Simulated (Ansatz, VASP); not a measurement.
## KTaO3 in VASP and in Ansatz

```
K Ta O
1.0
     3.98830    0.01994    0.01994
     0.01994    3.98830    0.01994
     0.01994    0.01994    3.98830
K Ta O
1 1 3
Cartesian
  2.0141 2.0141 2.0141
  0.0000 0.0000 0.0000
  1.9942 0.0100 0.0100
  0.0100 1.9942 0.0100
  0.0100 0.0100 1.9942
```

Change from the starting cell: equal xy, yz and zx shear strains of +1 %, crystal datasets.

Alike in both runs: task electric field gradients; functional PBE; k mesh 5 × 5 × 5; occupations fermi-dirac, width 0.01 eV; no spin polarisation.

|  | VASP | Ansatz |
| --- | --- | --- |
| version | VASP 6.6.1 | Ansatz 0.2.0 |
| potentials or method | VASP PAW PBE potentials, release 64 (K_sv, Ta_pv, O), cutoff 520 eV | all-electron PAW with datasets made for the crystal, scalar-relativistic |

|  | VASP | Ansatz | Ansatz less VASP |
| --- | --- | --- | --- |
| gap on the k mesh at the Fermi level (eV) | 2.26 | 2.32 | +0.055 |
| pressure (GPa) | 6.1 | 5.5 | -0.60 |
| traceless stress, the component that is largest in VASP (GPa) | -1.01 | -1.00 | +0.002 |
| size of Vzz on the site where it differs most (V/Å²) | 22.8 | 25.2 | +2.48 |

Ansatz ran all-electron here, and VASP with PAW potentials.

Neither program's run includes spin-orbit coupling.
